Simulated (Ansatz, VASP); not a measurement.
# Two plane-wave programs on ZnSe

```xyz
2
Lattice="0.0000 2.8626 2.9800 2.9800 0.0000 2.9800 2.9800 2.8626 0.0000" Properties=species:S:1:pos:R:3 pbc="T T T"
Zn    0.0000    0.0000    0.0000
Se    4.4699    4.2938    4.4699
```

Alike in both runs: task single point; functional PBE; k mesh 10 × 10 × 10; occupations gaussian, width 0.05 eV; no spin polarisation.

|  | VASP | Ansatz |
| --- | --- | --- |
| version | VASP 6.6.1 | Ansatz 0.2.0 |
| potentials or method | VASP PAW PBE potentials, release 64 (Zn, Se), cutoff 520 eV | scalar-relativistic, plane waves, PAW |
| valence electrons in the cell | 18 | 28 |

Ansatz gave:

```
gap on the k mesh at the Fermi level (eV)                     : 0.78
least direct gap on the mesh (eV)                             : 0.78
pressure (GPa)                                                : -3.7
traceless stress, the component that is largest in VASP (GPa) : 0.89
```

Which values does VASP return?

gap on the k mesh at the Fermi level (eV): 0.78; least direct gap on the mesh (eV): 0.78; pressure (GPa): -3.5; traceless stress, the component that is largest in VASP (GPa): 0.88.

VASP's potentials hold 18 valence electrons a cell and Ansatz's 28, so a difference there can come from the potentials and not from the codes.
